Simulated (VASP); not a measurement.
The system is V.

```
CELL_PARAMETERS angstrom
-1.54405 1.54405 1.54405
1.54405 -1.54405 1.54405
1.54405 1.54405 -1.54405
ATOMIC_POSITIONS crystal
V 0.00000 0.00000 0.00000
```

Base run:

- Program: VASP 6.6.1
- Functional: r2SCAN
- Dispersion: D3(BJ)
- Potentials or basis: VASP PAW PBE potentials, release 64 (V_sv)
- Cutoff: 520 eV
- k mesh: 12 × 12 × 12
- Occupations: fermi-dirac, width 0.05 eV
- Spin: collinear spin, ferromagnetic start
- Starting moments: [2.0] μB

Its results: pressure -19.1 GPa; net moment 0.00 μB per cell.

**Question.** The run is repeated on the same cell with these changes: functional from r2SCAN to PBEsol; dispersion from D3(BJ) to D4. What comes out?

**Answer.** Pressure -21.3 GPa; net moment 0.00 μB per cell.

Several settings changed at once.

Caveats: the cell stands under tension; the moments typed at the start vanished in this run; the PAW data sets were made with another functional, which shifts forces and pressure a little.
